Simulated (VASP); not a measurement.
The system is Os.

```
Os
1.0
     2.73410    0.00000    0.00000
    -1.36705    2.36780    0.00000
     0.00000    0.00000    4.31970
Os
2
Direct
  0.66667 0.33333 0.75000
  0.33333 0.66667 0.25000
```

| Item | Value |
| --- | --- |
| Program | VASP 6.6.1 |
| Task | relaxation of cell and atoms |
| Functional | b88 exchange, pbe correlation |
| Potentials or basis | VASP PAW PBE potentials, release 64 (Os) |
| Cutoff | 600 eV |
| k mesh | 11 × 11 × 6 |
| Occupations | fermi-dirac, width 0.05 eV |
| Spin | no spin polarisation |

At the start: pressure 9.2 GPa; volume 13.98 Å³/atom.

**Question.** Where does the relaxation end?

**Answer.** Over 9 steps the energy falls by 8.5 meV/atom and the volume is 14.29 Å³/atom (+2.2 %); space group P6_3/mmc (No. 194, to 0.1 Å) before and after.

Step by step:
```csv
step,energy change (eV),largest force (eV/Å),pressure (GPa),volume (Å³)
1,0.0000,0.0000,9.17,27.96
2,0.2642,0.0000,-29.73,31.33
3,-0.0169,0.0000,-0.38,28.60
4,-0.0169,0.0000,-0.01,28.57
5,-0.0169,0.0000,0.16,28.56
6,-0.0169,0.0000,0.15,28.56
7,-0.0169,0.0000,0.16,28.56
8,-0.0169,0.0000,-0.47,28.61
9,-0.0169,0.0000,0.02,28.57
```

Final structure:
```xyz
2
Lattice="2.7545 0.0000 0.0000 -1.3773 2.3855 0.0000 0.0000 0.0000 4.3480" Properties=species:S:1:pos:R:3 pbc="T T T"
Os    1.3773    0.7952    3.2610
Os    0.0000    1.5903    1.0870
```

Caveat: the PAW data sets were made with another functional, which shifts forces and pressure a little.
